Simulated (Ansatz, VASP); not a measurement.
Two plane-wave programs on LiCl

```
Li Cl
1.0
     4.19068    0.00000    0.00000
    -2.09534    3.62924    0.00000
     0.00000    0.00000    5.31875
Li Cl
2 2
Direct
  0.33333 0.66667 0.25000
  0.66667 0.33333 0.75000
  0.33333 0.66667 0.75000
  0.66667 0.33333 0.25000
```

Alike in both runs: functional PBE; k mesh 6 × 6 × 4; occupations gaussian, width 0.1 eV; no spin polarisation.

Ansatz relaxed the structure, and its values are those at the end. VASP's run is a single point on that final structure, the one shown.

|  | VASP | Ansatz |
| --- | --- | --- |
| version | VASP 6.6.1 | Ansatz 0.2.0 |
| potentials or method | VASP PAW PBE potentials, release 64 (Li_sv, Cl), cutoff 520 eV | scalar-relativistic, plane waves, PAW |
| valence electrons in the cell | 20 | 20 |

```tsv
	VASP	Ansatz	Ansatz less VASP
gap on the k mesh at the Fermi level (eV)	5.56	5.55	-0.007
least direct gap on the mesh (eV)	5.56	5.55	-0.007
```

Noted on VASP's run: the cutoff is under 1.25 times that of the potentials, so the pressure is a little rough.
